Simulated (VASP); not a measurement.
# Re (Im-3m) in VASP: notebook

The runs below take Re through single point, with r2SCAN.

Everything below comes from runs of VASP 6.6.1. Logs are shortened: lines on timing, memory, paths and dates and some standing lists are left out, and cuts for length are marked.

**1. The cell of the first run**

Symmetry: Im-3m, No. 229, cubic system. The conventional cell has a = 3.011 Å, b = 3.011 Å, c = 3.011 Å, α = 90.00°, β = 90.00°, γ = 90.00°. Within 3.4 Å of Re (site symmetry m-3m) lie 14 Re at 2.61 to 3.01 Å.

This isn't the form of Re at room conditions, which is hcp.

**2. Single point, r2SCAN (13.65 Å³/atom)**

POSCAR reads:

```
Re
1.0
   -1.5054497128      1.5054497128      1.5054497128
    1.5054497128     -1.5054497128      1.5054497128
    1.5054497128      1.5054497128     -1.5054497128
Re
1
Direct
    0.0000000000      0.0000000000      0.0000000000
```

INCAR.step1 reads:

```
SYSTEM = Re
PREC = Accurate
ENCUT = 660
ISMEAR = -1
SIGMA = 0.1
LREAL = .False.
LASPH = .True.
NELM = 120
NBANDS = 10
GGA = PE
ALGO = Normal
EDIFF = 1E-5
LWAVE = .True.
LCHARG = .False.
GGA_COMPAT = .False.
```

INCAR.step2 reads:

```
SYSTEM = Re
PREC = Accurate
ENCUT = 660
EDIFF = 1E-6
ISMEAR = -1
SIGMA = 0.1
LREAL = .False.
LASPH = .True.
NELM = 120
ALGO = Normal
ISIF = 2
LWAVE = .False.
LCHARG = .True.
METAGGA = R2SCAN
LMIXTAU = .True.
LELF = .True.
LVHAR = .True.
NBANDS = 10
ISTART = 1
GGA_COMPAT = .False.
```

KPOINTS reads:

```
regular mesh
0
Gamma
  16 16 16
  0 0 0
```

Potentials or basis: VASP PAW PBE potentials, release 64 (Re).

On the command line:

```console
$ cat potpaw_PBE.64/Re/POTCAR > POTCAR
$ cp INCAR.step1 INCAR
$ mpirun -np 1 vasp_std > vasp.out
$ cp INCAR.step2 INCAR
$ mpirun -np 1 vasp_std > vasp.out
```

OUTCAR:

```text
SYSTEM = Re
   PREC = Accurate
   ENCUT = 660
   EDIFF = 1E-6
   ISMEAR = -1
   LREAL = .False.
   LASPH = .True.
   NELM = 120
   ISIF = 2
   METAGGA = R2SCAN
   ISTART = 1

 ion  position               nearest neighbor table
   1  0.000  0.000  0.000-

  LATTYP: Found a body centered cubic cell.
 ALAT       =     3.0108994256

  Lattice vectors:

 A1 = (  -1.5054497128,   1.5054497128,   1.5054497128)
 A2 = (   1.5054497128,  -1.5054497128,   1.5054497128)
 A3 = (   1.5054497128,   1.5054497128,  -1.5054497128)

Analysis of symmetry for initial positions (statically):
=====================================================================
 Subroutine PRICEL returns:
 Original cell was already a primitive cell.

 Routine SETGRP: Setting up the symmetry group for a
 body centered cubic supercell.

 Subroutine GETGRP returns: Found 48 space group operations
 (whereof 48 operations were pure point group operations)
 out of a pool of 48 trial point group operations.

The static configuration has the point symmetry O_h .

Analysis of symmetry for dynamics (positions and initial velocities):
=====================================================================
 Subroutine PRICEL returns:
 Original cell was already a primitive cell.

 Routine SETGRP: Setting up the symmetry group for a
 body centered cubic supercell.

 Subroutine GETGRP returns: Found 48 space group operations
 (whereof 48 operations were pure point group operations)
 out of a pool of 48 trial point group operations.

The dynamic configuration has the point symmetry O_h .

 Subroutine INISYM returns: Found 48 space group operations
 (whereof 48 operations are pure point group operations),
 and found     1 'primitive' translations

----------------------------------------------------------------------------------------

                                     Primitive cell

  volume of cell :      13.6477

  direct lattice vectors                    reciprocal lattice vectors
    -1.505449713  1.505449713  1.505449713     0.000000000  0.332126670  0.332126670
     1.505449713 -1.505449713  1.505449713     0.332126670  0.000000000  0.332126670
     1.505449713  1.505449713 -1.505449713     0.332126670  0.332126670  0.000000000

  length of vectors
     2.607515391  2.607515391  2.607515391     0.469698041  0.469698041  0.469698041

  position of ions in fractional coordinates (direct lattice)
     0.000000000  0.000000000  0.000000000

  ion indices of the primitive-cell ions
   primitive index   ion index
                 1           1

----------------------------------------------------------------------------------------

 KPOINTS: regular mesh

Automatic generation of k-mesh.
 Grid dimensions read from file:
 generate k-points for:   16   16   16

 Generating k-lattice:

  Cartesian coordinates                     Fractional coordinates (reciprocal lattice)
     0.000000000  0.020757917  0.020757917     0.062500000  0.000000000  0.000000000
     0.020757917  0.000000000  0.020757917     0.000000000  0.062500000  0.000000000
     0.020757917  0.020757917  0.000000000     0.000000000  0.000000000  0.062500000

  Length of vectors
     0.029356128  0.029356128  0.029356128

  Shift w.r.t. Gamma in fractional coordinates (k-lattice)
     0.000000000  0.000000000  0.000000000

 Subroutine IBZKPT returns following result:
 ===========================================

 Found    145 irreducible k-points:

 Following reciprocal coordinates:
            Coordinates               Weight
  0.000000  0.000000  0.000000      1.000000
  0.062500  0.000000  0.000000     12.000000
  0.125000  0.000000  0.000000     12.000000
  0.187500  0.000000  0.000000     12.000000
  0.250000  0.000000  0.000000     12.000000
  0.312500  0.000000  0.000000     12.000000
[... 16 lines left out ...]
  0.187500  0.187500  0.000000     24.000000
  0.250000  0.187500  0.000000     48.000000
 [... further k-points ...]
   k-points           NKPTS =    145   k-points in BZ     NKDIM =    145   number of bands    NBANDS=     10
   number of dos      NEDOS =    301   number of ions     NIONS =      1
   total plane-waves  NPLWV =  13824
   dimension x,y,z NGX =    24 NGY =   24 NGZ =   24
   dimension x,y,z NGXF=    48 NGYF=   48 NGZF=   48
   ions per type =               1
   NGX,Y,Z   is equivalent  to a cutoff of  15.30, 15.30, 15.30 a.u.
   NGXF,Y,Z  is equivalent  to a cutoff of  30.60, 30.60, 30.60 a.u.
 SYSTEM =  Re
   PREC   = accura    normal or accurate (medium, high low for compatibility)
   ISTART =      1    job   : 0-new  1-cont  2-samecut
   ICHARG =      0    charge: 1-file 2-atom 10-const
   ISPIN  =      1    spin polarized calculation?
   LNONCOLLINEAR =      F non collinear calculations
   LSORBIT =      F    spin-orbit coupling
   LASPH  =      T    aspherical Exc in radial PAW
   ENCUT  =  660.0 eV  48.51 Ry    6.96 a.u.   5.46  5.46  5.46*2*pi/ulx,y,z
   NELM   =    120;   NELMIN=  2; NELMDL=  0     # of ELM steps
   EDIFF  = 0.1E-05   stopping-criterion for ELM
   LREAL  =      F    real-space projection
   EDIFFG = 0.1E-04   stopping-criterion for IOM
   NSW    =      0    number of steps for IOM
   IBRION =     -1    ionic relax: 0-MD 1-quasi-New 2-CG
   NFREE  =      0    steps in history (QN), initial steepest desc. (CG)
   ISIF   =      2    stress and relaxation
   ISYM   =      2    0-nonsym 1-usesym 2-fastsym
   POTIM  = 0.5000    time-step for ionic-motion
   TEBEG  =    0.0;   TEEND  =   0.0 temperature during run
   PSTRESS=    0.0 pullay stress
   NELECT =       7.0000    total number of electrons
   NUPDOWN=      -1.0000    fix difference up-down
   EMIN   =  10.00;   EMAX   =-10.00  energy-range for DOS
   EFERMI =   0.00;   METHOD = LEGACY
   ISMEAR =    -1;   SIGMA  =   0.10  broadening in eV -4-tet -1-fermi 0-gaus
   EFERMI_NEDOS =   21; number of points for ismear=-14 and -15
   IALGO  =     38    algorithm
   IMIX   =      4    mixing-type and parameters
     AMIX     =   0.40;   BMIX     =  1.00
     AMIX_MAG =   1.60;   BMIX_MAG =  1.00
  volume/ion in A,a.u.               =      13.65        92.10
  Fermi-wavevector in a.u.,A,eV,Ry     =   1.310452  2.476396 23.365089  1.717286
  Thomas-Fermi vector in A             =   2.440982
   LORBIT       =      0    0 simple, 1 ext, 2 COOP (PROOUT), +10 PAW based schemes
   METAGGA = R2SCAN    functional components
   LHFCALC =     F    Hartree Fock is set to
   AEXX    =    0.0000 exact exchange contribution
   IVDW    =     0    specifies the selected vdW correction
   LEPSILON=     F    determine dielectric tensor
   LRPA    =     F    only Hartree local field effects (RPA)
 non-spin polarized calculation
  energy-cutoff  :      660.00
  volume of cell :       13.65
 maximum number of plane-waves:       543
 NGX is ok and might be reduce to    24
   NGX = 11   NGY = 11   NGZ = 11

 number of electron       7.0000000 magnetization

 Free energy of the ion-electron system (eV)
  ---------------------------------------------------
  ext. energy  EPLUGINS =         0.00000000
  ---------------------------------------------------
  free energy    TOTEN  =       -52.05843830 eV

  energy without entropy =      -52.03065430  energy(sigma->0) =      -52.04454630

 E-fermi :   9.6838     XC(G=0): -15.4589

 val. band max:        9.6756683885   @ k =  -0.4375  -0.4375   0.0625
 cond. band min:       9.6878996079   @ k =  -0.3125   0.3125   0.0625
 fundamental gap:      0.0122312194
 Fermi energy:         9.6837795459

 k-point     1 :       0.0000    0.0000    0.0000
  band No.  band energies     occupation
      1      -2.2249      2.00000
      2       6.5155      2.00000
      3       6.5155      2.00000
      4       6.5155      2.00000
      5      10.7019      0.00008
      6      10.7019      0.00008
      7      26.1110      0.00000
      8      26.1110      0.00000
      9      26.1110      0.00000
     10      39.8574      0.00000

 k-point     2 :       0.0625    0.0000    0.0000
  band No.  band energies     occupation
      1      -2.0050      2.00000
      2       6.3871      2.00000
      3       6.4935      2.00000
      4       6.7298      2.00000
      5      10.5002      0.00057
      6      10.7053      0.00007
      7      26.2898      0.00000
      8      26.4805      0.00000
      9      26.6153      0.00000
     10      38.1564      0.00000

 k-point     3 :       0.1250    0.0000    0.0000
  band No.  band energies     occupation
      1      -1.3790      2.00000
      2       6.0381      2.00000
      3       6.3903      2.00000
      4       7.3628      2.00000
      5      10.0953      0.03212
      6      10.7271      0.00006
      7      26.6987      0.00000
      8      27.5489      0.00000
      9      27.8232      0.00000
     10      35.7868      0.00000

 k-point     4 :       0.1875    0.0000    0.0000
  band No.  band energies     occupation
      1      -0.4647      2.00000
      2       5.5556      2.00000
      3       6.1805      2.00000
      4       8.3836      2.00000
      5       9.8580      0.29796
      6      10.7936      0.00003
      7      26.8657      0.00000
      8      28.7481      0.00000
      9      29.2160      0.00000
     10      34.3294      0.00000
[... 222 lines left out ...]
 k-point    22 :       0.4375    0.1250    0.0000
  band No.  band energies     occupation
      1       1.6989      2.00000
      2       4.0484      2.00000
      3       8.1168      2.00000
      4      10.3850      0.00180
      5      12.1916      0.00000
      6      16.1503      0.00000
      7      20.7752      0.00000
      8      23.4675      0.00000
      9      27.9736      0.00000
     10      35.3872      0.00000

 k-point    23 :       0.1875    0.1875    0.0000
  band No.  band energies     occupation
      1       1.8818      2.00000
      2       4.8209      2.00000
      3       5.2469      2.00000
      4       9.5764      1.49059
      5      11.5313      0.00000
      6      12.3953      0.00000
      7      25.1430      0.00000
      8      27.6458      0.00000
      9      30.6273      0.00000
     10      31.1784      0.00000

 k-point    24 :       0.2500    0.1875    0.0000
  band No.  band energies     occupation
      1       2.3587      2.00000
      2       4.5112      2.00000
      3       5.6419      2.00000
      4       9.8709      0.26679
      5      11.6614      0.00000
      6      14.2508      0.00000
      7      23.4463      0.00000
      8      26.4337      0.00000
      9      28.9618      0.00000
     10      32.4278      0.00000

 [... further k-points ...]
[... 5 lines left out ...]
  --------------------------------------------------------------------------------------
  -------------------------------------------------------------------------------------
  Total        3.3534518      3.3534518      3.3534518     -0.0000000      0.0000000     -0.0000000
  in kB      393.6804983    393.6804983    393.6804983     -0.0000000      0.0000000     -0.0000000
  external PRESSURE =     393.6804983 kB  Pullay stress =       0.0000000 kB

 VOLUME and BASIS-vectors are now :
 -----------------------------------------------------------------------------
  energy-cutoff  :      660.00
  volume of cell :       13.65
      direct lattice vectors                 reciprocal lattice vectors
    -1.505449713  1.505449713  1.505449713     0.000000000  0.332126670  0.332126670
     1.505449713 -1.505449713  1.505449713     0.332126670  0.000000000  0.332126670
     1.505449713  1.505449713 -1.505449713     0.332126670  0.332126670  0.000000000

 POSITION                                       TOTAL-FORCE (eV/Angst)
 -----------------------------------------------------------------------------------
      0.00000      0.00000      0.00000         0.000000     -0.000000      0.000000
 -----------------------------------------------------------------------------------
    total drift:                                0.000000      0.000000     -0.000000

  FREE ENERGIE OF THE ION-ELECTRON SYSTEM (eV)
  ---------------------------------------------------
  free  energy   TOTEN  =       -52.0584383012 eV

  energy  without entropy=      -52.0306542984  energy(sigma->0) =      -52.04454630
```

It took 35 s on 1 thread of Intel Xeon 6975P-C (Granite Rapids), shared host; peak memory 0.16 GiB.

What came out:

```yaml
Free_energy: -52.0584 eV
Pressure: 39.4 GPa
Band_gap_on_the_k_mesh: zero (an odd number of electrons rules out a gap without spin polarisation)
```

Caveat: the cell stands under pressure; the PAW data sets were made with another functional, which shifts forces and pressure a little; spin-orbit coupling is left out, which moves the levels of the heavy elements.

**3. Single point, r2SCAN (14.24 Å³/atom)**

This run uses another cell than the first one, of 14.24 Å³/atom.

POSCAR reads:

```
Re
1.0
   -1.5269590433      1.5269590433      1.5269590433
    1.5269590433     -1.5269590433      1.5269590433
    1.5269590433      1.5269590433     -1.5269590433
Re
1
Direct
    0.0000000000      0.0000000000      0.0000000000
```

INCAR.step1 reads:

```
SYSTEM = Re
PREC = Accurate
ENCUT = 660
ISMEAR = -1
SIGMA = 0.1
LREAL = .FALSE.
LASPH = .TRUE.
NELM = 120
NBANDS = 10
GGA = PE
ALGO = Normal
EDIFF = 1E-5
LWAVE = .TRUE.
LCHARG = .FALSE.
GGA_COMPAT = .FALSE.
```

INCAR.step2 reads:

```
SYSTEM = Re
PREC = Accurate
ENCUT = 660
EDIFF = 1E-6
ISMEAR = -1
SIGMA = 0.1
LREAL = .FALSE.
LASPH = .TRUE.
NELM = 120
ALGO = Normal
ISIF = 2
LWAVE = .FALSE.
LCHARG = .FALSE.
METAGGA = R2SCAN
LMIXTAU = .TRUE.
NBANDS = 10
ISTART = 1
GGA_COMPAT = .FALSE.
```

KPOINTS reads:

```
Automatic mesh
0
G
  16 16 16
  0 0 0
```

Potentials or basis: VASP PAW PBE potentials, release 64 (Re).

On the command line:

```console
$ cat potpaw_PBE.64/Re/POTCAR > POTCAR
$ cp INCAR.step1 INCAR
$ mpirun -np 1 vasp_std > vasp.out
$ cp INCAR.step2 INCAR
$ mpirun -np 1 vasp_std > vasp.out
```

Run time: 32 s. Hardware: 1 thread of Intel Xeon 6975P-C (Granite Rapids), shared host; peak memory 0.17 GiB.

Results (log left out):

| Item | Value |
| --- | --- |
| Free energy | -52.1629 eV |
| Pressure | 17.8 GPa |
| Band gap on the k mesh | zero (an odd number of electrons rules out a gap without spin polarisation) |

Levels at points of the mesh, in eV from the Fermi level:
| k point | band 1 | band 2 | band 3 | band 4 | band 5 | band 6 |
| --- | --- | --- | --- | --- | --- | --- |
| (0.00, 0.00, 0.00) | -11.58 | -3.01 | -3.01 | -3.01 | 0.98 | 0.98 |
| (0.50, 0.00, 0.00) | -8.19 | -5.51 | -0.08 | 0.83 | 1.84 | 4.84 |
| (0.50, 0.50, 0.50) | -7.76 | -7.76 | 3.82 | 3.82 | 3.82 | 8.56 |

Caveat: the cell stands under pressure; the PAW data sets were made with another functional, which shifts forces and pressure a little; spin-orbit coupling is left out, which moves the levels of the heavy elements.

**4. Single point, r2SCAN (14.83 Å³/atom)**

This run uses another cell than the first one, of 14.83 Å³/atom.

POSCAR reads:

```
Re
1.0
   -1.5478788901      1.5478788901      1.5478788901
    1.5478788901     -1.5478788901      1.5478788901
    1.5478788901      1.5478788901     -1.5478788901
Re
1
Direct
    0.0000000000      0.0000000000      0.0000000000
```

INCAR.step1 reads:

```
PREC = Accurate
ENCUT = 660
ISMEAR = -1
SIGMA = 0.1
LREAL = F
LASPH = T
NELM = 120
NBANDS = 10
GGA = PE
ALGO = Normal
EDIFF = 1E-5
LWAVE = T
LCHARG = F
GGA_COMPAT = F
```

INCAR.step2 reads:

```
PREC = Accurate
ENCUT = 660
EDIFF = 1E-6
ISMEAR = -1
SIGMA = 0.1
LREAL = F
LASPH = T
NELM = 120
ALGO = Normal
ISIF = 2
LWAVE = F
LCHARG = T
METAGGA = R2SCAN
LMIXTAU = T
LELF = T
LVHAR = T
NBANDS = 10
ISTART = 1
GGA_COMPAT = F
```

KPOINTS reads:

```
regular mesh
0
Gamma
  16 16 16
```

On the command line:

```console
$ cat potpaw_PBE.64/Re/POTCAR > POTCAR
$ cp INCAR.step1 INCAR
$ mpirun -np 1 vasp_std > vasp.out
$ cp INCAR.step2 INCAR
$ mpirun -np 1 vasp_std > vasp.out
```

Run time: 35 s. Hardware: 1 thread of Intel Xeon 6975P-C (Granite Rapids), shared host; peak memory 0.17 GiB.

The run converged. Its results:

```
Free energy            : -52.1957 eV
Pressure               : 0.5 GPa
Band gap on the k mesh : zero (an odd number of electrons rules out a gap without spin polarisation)
```

Levels at points of the mesh, in eV from the Fermi level:
| k point | band 1 | band 2 | band 3 | band 4 | band 5 | band 6 | band 7 |
| --- | --- | --- | --- | --- | --- | --- | --- |
| (0.00, 0.00, 0.00) | -11.26 | -2.87 | -2.87 | -2.87 | 0.94 | 0.94 | 16.27 |
| (0.50, 0.00, 0.00) | -7.82 | -5.22 | -0.16 | 0.76 | 1.72 | 4.52 | 10.47 |
| (0.50, 0.50, 0.50) | -7.33 | -7.33 | 3.57 | 3.57 | 3.57 | 8.26 | 8.26 |

Caveat: the PAW data sets were made with another functional, which shifts forces and pressure a little; spin-orbit coupling is left out, which moves the levels of the heavy elements.

**5. Single point, r2SCAN (15.43 Å³/atom)**

This run uses another cell than the first one, of 15.43 Å³/atom.

POSCAR reads:

```
Re
1.0
   -1.5682480534      1.5682480534      1.5682480534
    1.5682480534     -1.5682480534      1.5682480534
    1.5682480534      1.5682480534     -1.5682480534
Re
1
Direct
    0.0000000000      0.0000000000      0.0000000000
```

INCAR.step1 reads:

```
  ALGO = Normal
  EDIFF = 1E-5
  ENCUT = 660
  GGA = PE
  GGA_COMPAT = F
  ISMEAR = -1
  LASPH = T
  LCHARG = F
  LREAL = F
  LWAVE = T
  NBANDS = 10
  NELM = 120
  PREC = Accurate
  SIGMA = 0.1
```

INCAR.step2 reads:

```
  ALGO = Normal
  EDIFF = 1E-6
  ENCUT = 660
  GGA_COMPAT = F
  ISIF = 2
  ISMEAR = -1
  ISTART = 1
  LASPH = T
  LCHARG = F
  LMIXTAU = T
  LREAL = F
  LWAVE = F
  METAGGA = R2SCAN
  NBANDS = 10
  NELM = 120
  PREC = Accurate
  SIGMA = 0.1
```

KPOINTS reads:

```
k-points
0
Gamma
  16 16 16
```

On the command line:

```console
$ cat potpaw_PBE.64/Re/POTCAR > POTCAR
$ cp INCAR.step1 INCAR
$ mpirun -np 1 vasp_std > vasp.out
$ cp INCAR.step2 INCAR
$ mpirun -np 1 vasp_std > vasp.out
```

It took 33 s on 1 thread of Intel Xeon 6975P-C (Granite Rapids), shared host; peak memory 0.17 GiB.

It converged, with:

```
Free energy            : -52.1709 eV
Pressure               : -13.3 GPa
Band gap on the k mesh : zero (an odd number of electrons rules out a gap without spin polarisation)
```

Levels at points of the mesh, in eV from the Fermi level:
```
           k point  band 1  band 2  band 3  band 4  band 5  band 6  band 7
(0.00, 0.00, 0.00)  -10.95   -2.74   -2.74   -2.74    0.90    0.90   16.19
(0.50, 0.00, 0.00)   -7.49   -4.96   -0.22    0.71    1.62    4.23    9.87
(0.50, 0.50, 0.50)   -6.94   -6.94    3.35    3.35    3.35    7.99    7.99
```

Caveat: the cell stands under tension; the PAW data sets were made with another functional, which shifts forces and pressure a little; spin-orbit coupling is left out, which moves the levels of the heavy elements.

**6. Summary**

```tsv
cell	gap on the mesh (eV)	pressure (GPa)
a = 2.608 Å, angles 109.5°, 1 atom	none	39.4
a = 2.645 Å, angles 109.5°, 1 atom	none	17.8
a = 2.681 Å, angles 109.5°, 1 atom	none	0.5
a = 2.716 Å, angles 109.5°, 1 atom	none	-13.3
```

Alike in all rows: task single point; level r2SCAN; potentials or basis VASP PAW PBE potentials, release 64 (Re); no spin polarisation; k mesh 16 × 16 × 16; cutoff (eV) 660; smearing fermi-dirac 0.1 eV.

Caveats: the PAW data sets were made with another functional, which shifts forces and pressure a little; spin-orbit coupling is left out, which moves the levels of the heavy elements; the cell stands under pressure (at least some runs); the cell stands under tension (at least some runs).

Absolute energies hang on the potentials; compare differences alone.
